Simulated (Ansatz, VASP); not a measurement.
## Rb: VASP beside Ansatz

```xyz
2
Lattice="0.0000 5.3426 5.3426 5.3426 0.0000 5.3426 5.3426 5.3426 0.0000" Properties=species:S:1:pos:R:3 pbc="T T T"
Rb    1.3357    1.3357    1.3357
Rb    9.3496    9.3496    9.3496
```

Alike in both runs: task single point; functional RPBE; k mesh 6 × 6 × 6; occupations fermi-dirac, width 0.1 eV; no spin polarisation.

```csv
,VASP,Ansatz
version,VASP 6.6.1,Ansatz 0.2.0
potentials or method,"VASP PAW PBE potentials, release 64 (Rb_sv), cutoff 520 eV","plane waves (420 eV) with PAW, scalar-relativistic"
valence electrons in the cell,18,18
```

```csv
,VASP,Ansatz,Ansatz less VASP
pressure (GPa),0.0,0.0,0.00
```

VASP's potentials were made for PBE, not for RPBE.
